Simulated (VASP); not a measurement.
# MgS (Fm-3m) in VASP: further runs

Runs on MgS. Level: PBE. Tasks: electric field gradients.

Program: VASP 6.6.1. These are calculated values, not measurements. Logs are shortened: lines on timing, memory, paths and dates and some standing lists are left out, and cuts for length are marked.

### Step 1. The cell of the first run

Symmetry: Fm-3m, No. 225, cubic system. The conventional cell has a = 5.203 Å, b = 5.203 Å, c = 5.203 Å, α = 90.00°, β = 90.00°, γ = 90.00°. Within 3.4 Å of Mg (site symmetry m-3m) lie 6 S at 2.60 Å. S (site symmetry m-3m) has 6 Mg at 2.60 Å within 3.4 Å.

### Step 2. Electric field gradients, PBE

Input file INCAR:

```
SYSTEM = MgS
PREC = Accurate
ENCUT = 520
EDIFF = 1E-8
ISMEAR = -1
SIGMA = 0.03
LREAL = .False.
LASPH = .True.
NELM = 120
ALGO = Normal
ISIF = 2
LWAVE = .False.
LCHARG = .False.
GGA = PE
LEFG = .True.
NBANDS = 11
GGA_COMPAT = .False.
```

Input file KPOINTS:

```
Automatic mesh
0
Gamma
  10 10 10
  0 0 0
```

Input file POSCAR:

```
MgS
1.0
    0.0000000000      2.6016500000      2.6016500000
    2.6016500000      0.0000000000      2.6016500000
    2.6016500000      2.6016500000      0.0000000000
Mg S
1 1
Direct
    0.0000000000      0.0000000000      0.0000000000
    0.5000000000      0.5000000000      0.5000000000
```

Potentials or basis: VASP PAW PBE potentials, release 64 (Mg, S).

On the command line:

```console
$ cat potpaw_PBE.64/Mg/POTCAR potpaw_PBE.64/S/POTCAR > POTCAR
$ mpirun -np 1 vasp_std > vasp.out
```

OUTCAR:

```text
SYSTEM = MgS
   PREC = Accurate
   ENCUT = 520
   EDIFF = 1E-8
   ISMEAR = -1
   LREAL = .False.
   LASPH = .True.
   NELM = 120
   ISIF = 2
   GGA = PE

 ion  position               nearest neighbor table
   1  0.000  0.000  0.000-   2 2.60   2 2.60   2 2.60   2 2.60   2 2.60   2 2.60
   2  0.500  0.500  0.500-   1 2.60   1 2.60   1 2.60   1 2.60   1 2.60   1 2.60

  LATTYP: Found a face centered cubic cell.
 ALAT       =     5.2033000000

  Lattice vectors:

 A1 = (   0.0000000000,   2.6016500000,   2.6016500000)
 A2 = (   2.6016500000,   0.0000000000,   2.6016500000)
 A3 = (   2.6016500000,   2.6016500000,   0.0000000000)

Analysis of symmetry for initial positions (statically):
=====================================================================
 Subroutine PRICEL returns:
 Original cell was already a primitive cell.

 Routine SETGRP: Setting up the symmetry group for a
 face centered cubic supercell.

 Subroutine GETGRP returns: Found 48 space group operations
 (whereof 48 operations were pure point group operations)
 out of a pool of 48 trial point group operations.

The static configuration has the point symmetry O_h .

Analysis of symmetry for dynamics (positions and initial velocities):
=====================================================================
 Subroutine PRICEL returns:
 Original cell was already a primitive cell.

 Routine SETGRP: Setting up the symmetry group for a
 face centered cubic supercell.

 Subroutine GETGRP returns: Found 48 space group operations
 (whereof 48 operations were pure point group operations)
 out of a pool of 48 trial point group operations.

The dynamic configuration has the point symmetry O_h .

 Subroutine INISYM returns: Found 48 space group operations
 (whereof 48 operations are pure point group operations),
 and found     1 'primitive' translations

----------------------------------------------------------------------------------------

                                     Primitive cell

  volume of cell :      35.2190

  direct lattice vectors                    reciprocal lattice vectors
     0.000000000  2.601650000  2.601650000    -0.192185728  0.192185728  0.192185728
     2.601650000  0.000000000  2.601650000     0.192185728 -0.192185728  0.192185728
     2.601650000  2.601650000  0.000000000     0.192185728  0.192185728 -0.192185728

  length of vectors
     3.679288715  3.679288715  3.679288715     0.332875446  0.332875446  0.332875446

  position of ions in fractional coordinates (direct lattice)
     0.000000000  0.000000000  0.000000000
     0.500000000  0.500000000  0.500000000

  ion indices of the primitive-cell ions
   primitive index   ion index
                 1           1
                 2           2

----------------------------------------------------------------------------------------

 KPOINTS: Automatic mesh

Automatic generation of k-mesh.
 Grid dimensions read from file:
 generate k-points for:   10   10   10

 Generating k-lattice:

  Cartesian coordinates                     Fractional coordinates (reciprocal lattice)
    -0.019218573  0.019218573  0.019218573     0.100000000  0.000000000  0.000000000
     0.019218573 -0.019218573  0.019218573     0.000000000  0.100000000  0.000000000
     0.019218573  0.019218573 -0.019218573     0.000000000  0.000000000  0.100000000

  Length of vectors
     0.033287545  0.033287545  0.033287545

  Shift w.r.t. Gamma in fractional coordinates (k-lattice)
     0.000000000  0.000000000  0.000000000

 Subroutine IBZKPT returns following result:
 ===========================================

 Found     47 irreducible k-points:

 Following reciprocal coordinates:
            Coordinates               Weight
  0.000000  0.000000  0.000000      1.000000
  0.100000  0.000000  0.000000      8.000000
  0.200000  0.000000  0.000000      8.000000
  0.300000  0.000000  0.000000      8.000000
  0.400000  0.000000  0.000000      8.000000
  0.500000  0.000000  0.000000      4.000000
[... 16 lines left out ...]
  0.300000  0.300000  0.000000      6.000000
  0.400000  0.300000  0.000000     24.000000
 [... further k-points ...]
   k-points           NKPTS =     47   k-points in BZ     NKDIM =     47   number of bands    NBANDS=     11
   number of dos      NEDOS =    301   number of ions     NIONS =      2
   total plane-waves  NPLWV =  21952
   dimension x,y,z NGX =    28 NGY =   28 NGZ =   28
   dimension x,y,z NGXF=    56 NGYF=   56 NGZF=   56
   ions per type =               1   1
   NGX,Y,Z   is equivalent  to a cutoff of  12.65, 12.65, 12.65 a.u.
   NGXF,Y,Z  is equivalent  to a cutoff of  25.30, 25.30, 25.30 a.u.
 SYSTEM =  MgS
   PREC   = accura    normal or accurate (medium, high low for compatibility)
   ISTART =      0    job   : 0-new  1-cont  2-samecut
   ICHARG =      2    charge: 1-file 2-atom 10-const
   ISPIN  =      1    spin polarized calculation?
   LNONCOLLINEAR =      F non collinear calculations
   LSORBIT =      F    spin-orbit coupling
   LASPH  =      T    aspherical Exc in radial PAW
   ENCUT  =  520.0 eV  38.22 Ry    6.18 a.u.   6.84  6.84  6.84*2*pi/ulx,y,z
   NELM   =    120;   NELMIN=  2; NELMDL= -5     # of ELM steps
   EDIFF  = 0.1E-07   stopping-criterion for ELM
   LREAL  =      F    real-space projection
   EDIFFG = 0.1E-06   stopping-criterion for IOM
   NSW    =      0    number of steps for IOM
   IBRION =     -1    ionic relax: 0-MD 1-quasi-New 2-CG
   NFREE  =      0    steps in history (QN), initial steepest desc. (CG)
   ISIF   =      2    stress and relaxation
   ISYM   =      2    0-nonsym 1-usesym 2-fastsym
   POTIM  = 0.5000    time-step for ionic-motion
   TEBEG  =    0.0;   TEEND  =   0.0 temperature during run
   PSTRESS=    0.0 pullay stress
   NELECT =       8.0000    total number of electrons
   NUPDOWN=      -1.0000    fix difference up-down
   EMIN   =  10.00;   EMAX   =-10.00  energy-range for DOS
   EFERMI =   0.00;   METHOD = LEGACY
   ISMEAR =    -1;   SIGMA  =   0.03  broadening in eV -4-tet -1-fermi 0-gaus
   EFERMI_NEDOS =   21; number of points for ismear=-14 and -15
   IALGO  =     38    algorithm
   IMIX   =      4    mixing-type and parameters
     AMIX     =   0.40;   BMIX     =  1.00
     AMIX_MAG =   1.60;   BMIX_MAG =  1.00
  volume/ion in A,a.u.               =      17.61       118.83
  Fermi-wavevector in a.u.,A,eV,Ry     =   0.998878  1.887606 13.575323  0.997758
  Thomas-Fermi vector in A             =   2.131131
   LORBIT       =      0    0 simple, 1 ext, 2 COOP (PROOUT), +10 PAW based schemes
   GGA     = PE    functional components
   LHFCALC =     F    Hartree Fock is set to
   AEXX    =    0.0000 exact exchange contribution
   IVDW    =     0    specifies the selected vdW correction
   LEPSILON=     F    determine dielectric tensor
   LRPA    =     F    only Hartree local field effects (RPA)
 non-spin polarized calculation
  energy-cutoff  :      520.00
  volume of cell :       35.22
 maximum number of plane-waves:       962
   NGX = 13   NGY = 13   NGZ = 13

 number of electron       8.0000000 magnetization

 Free energy of the ion-electron system (eV)
  ---------------------------------------------------
  ext. energy  EPLUGINS =         0.00000000
  ---------------------------------------------------
  free energy    TOTEN  =        -8.50207447 eV

  energy without entropy =       -8.50207447  energy(sigma->0) =       -8.50207447

 E-fermi :   4.3264     XC(G=0):  -9.6883

 val. band max:        3.7248977077   @ k =   0.0000   0.0000   0.0000
 cond. band min:       6.5006570608   @ k =   0.5000   0.5000   0.0000
 fundamental gap:      2.7757593532
 Fermi energy:         4.3263542571

 k-point     1 :       0.0000    0.0000    0.0000
  band No.  band energies     occupation
      1      -8.9419      2.00000
      2       3.7249      2.00000
      3       3.7249      2.00000
      4       3.7249      2.00000
      5       7.4352      0.00000
      6      11.6797      0.00000
      7      11.6797      0.00000
      8      11.6797      0.00000
      9      14.0749      0.00000
     10      14.0749      0.00000
     11      16.2634      0.00000

 k-point     2 :       0.1000    0.0000    0.0000
  band No.  band energies     occupation
      1      -8.8445      2.00000
      2       3.0002      2.00000
      3       3.6584      2.00000
      4       3.6584      2.00000
      5       8.0180      0.00000
      6      11.4223      0.00000
      7      11.8642      0.00000
      8      11.8642      0.00000
      9      13.5797      0.00000
     10      13.5797      0.00000
     11      16.5492      0.00000

 k-point     3 :       0.2000    0.0000    0.0000
  band No.  band energies     occupation
      1      -8.5696      2.00000
      2       1.6197      2.00000
      3       3.4964      2.00000
      4       3.4964      2.00000
      5       8.6642      0.00000
      6      11.5484      0.00000
      7      11.8295      0.00000
      8      11.8295      0.00000
      9      13.5255      0.00000
     10      13.5255      0.00000
     11      15.9347      0.00000

 k-point     4 :       0.3000    0.0000    0.0000
  band No.  band energies     occupation
      1      -8.1786      2.00000
      2       0.2709      2.00000
      3       3.3163      2.00000
      4       3.3163      2.00000
      5       8.5905      0.00000
      6      11.2438      0.00000
      7      11.2438      0.00000
      8      12.6549      0.00000
      9      14.7046      0.00000
     10      14.7046      0.00000
     11      15.3704      0.00000
[... 239 lines left out ...]
 k-point    22 :      -0.2000    0.2000    0.0000
  band No.  band energies     occupation
      1      -8.0520      2.00000
      2       0.5150      2.00000
      3       2.0724      2.00000
      4       3.3633      2.00000
      5       9.9525      0.00000
      6      10.9349      0.00000
      7      11.1126      0.00000
      8      11.6001      0.00000
      9      13.3440      0.00000
     10      17.1960      0.00000
     11      18.2062      0.00000

 k-point    23 :       0.3000    0.3000    0.0000
  band No.  band energies     occupation
      1      -7.9446      2.00000
      2       0.6395      2.00000
      3       2.5162      2.00000
      4       2.5162      2.00000
      5       8.0452      0.00000
      6       8.9185      0.00000
      7      12.8196      0.00000
      8      14.6506      0.00000
      9      14.6506      0.00000
     10      15.4468      0.00000
     11      20.0001      0.00000

 k-point    24 :       0.4000    0.3000    0.0000
  band No.  band energies     occupation
      1      -7.6602      2.00000
      2       0.1309      2.00000
      3       2.0901      2.00000
      4       2.3626      2.00000
      5       7.6668      0.00000
      6       8.9577      0.00000
      7      13.2216      0.00000
      8      14.2424      0.00000
      9      15.8120      0.00000
     10      16.9898      0.00000
     11      20.3554      0.00000

 [... further k-points ...]

------------------------ aborting loop because EDIFF is reached ----------------------------------------

  FORCE on cell =-STRESS in cart. coord.  units (eV):
  Direction    XX          YY          ZZ          XY          YZ          ZX
  --------------------------------------------------------------------------------------
  -------------------------------------------------------------------------------------
  Total        0.1892572      0.1892572      0.1892572      0.0000000      0.0000000     -0.0000000
  in kB        8.6096689      8.6096689      8.6096689      0.0000000      0.0000000     -0.0000000
  external PRESSURE =       8.6096689 kB  Pullay stress =       0.0000000 kB

 VOLUME and BASIS-vectors are now :
 -----------------------------------------------------------------------------
  energy-cutoff  :      520.00
  volume of cell :       35.22
      direct lattice vectors                 reciprocal lattice vectors
     0.000000000  2.601650000  2.601650000    -0.192185728  0.192185728  0.192185728
     2.601650000  0.000000000  2.601650000     0.192185728 -0.192185728  0.192185728
     2.601650000  2.601650000  0.000000000     0.192185728  0.192185728 -0.192185728

 POSITION                                       TOTAL-FORCE (eV/Angst)
 -----------------------------------------------------------------------------------
      0.00000      0.00000      0.00000         0.000000      0.000000     -0.000000
      2.60165      2.60165      2.60165        -0.000000     -0.000000      0.000000
 -----------------------------------------------------------------------------------
    total drift:                                0.000000      0.000000      0.000000

  FREE ENERGIE OF THE ION-ELECTRON SYSTEM (eV)
  ---------------------------------------------------
  free  energy   TOTEN  =        -8.5020744727 eV

  energy  without entropy=       -8.5020744727  energy(sigma->0) =       -8.50207447

 Electric field gradients (V/A^2)
---------------------------------------------------------------------
 ion       V_xx      V_yy      V_zz      V_xy      V_xz      V_yz
---------------------------------------------------------------------
   1       0.000    -0.000    -0.000     0.000     0.000     0.000
   2       0.000     0.000     0.000    -0.000    -0.000    -0.000
---------------------------------------------------------------------

 Electric field gradients after diagonalization (V/A^2)
 (convention: |V_zz| > |V_xx| > |V_yy|)
----------------------------------------------------------------------
 ion       V_xx      V_yy      V_zz     asymmetry (V_yy - V_xx)/ V_zz
----------------------------------------------------------------------
   1      -0.000    -0.000     0.000       0.000
   2       0.000     0.000    -0.001       0.000
----------------------------------------------------------------------

           NMR quadrupolar parameters

 Cq : quadrupolar parameter    Cq=e*Q*V_zz/h
 eta: asymmetry parameters     (V_yy - V_xx)/ V_zz
 Q  : nuclear electric quadrupole moment in mb (millibarn)
----------------------------------------------------------------------
 ion       Cq(MHz)       eta       Q (mb)
----------------------------------------------------------------------
   1       0.000       0.000       1.000
   2      -0.000       0.000       1.000
----------------------------------------------------------------------
```

It took 37 s on 1 thread of Intel Xeon 8259CL, shared host; peak memory 0.17 GiB.

What came out:

| Property | Result |
| --- | --- |
| Free energy | -8.5021 eV |
| Pressure | 0.9 GPa |
| Band gap on the k mesh | 2.78 eV, indirect (least direct gap 3.71 eV) |

Levels at points of the mesh, in eV from the valence-band top:
```csv
k point,band 1,band 2,band 3,band 4,band 5,band 6,band 7,band 8
"(0.00, 0.00, 0.00)",-12.67,0.00,0.00,0.00,3.71,7.95,7.95,7.95
"(0.50, 0.00, 0.00)",-11.36,-4.83,-0.59,-0.59,4.55,6.91,6.91,10.11
"(0.50, 0.50, 0.00)",-10.99,-4.19,-1.68,-1.68,2.78,4.40,12.00,12.82
```

Caveat: without QUAD_EFG the Cq values of the log hold for a quadrupole moment of 1 mb, not for the nuclei.

(Continued in part 2 of 2.)
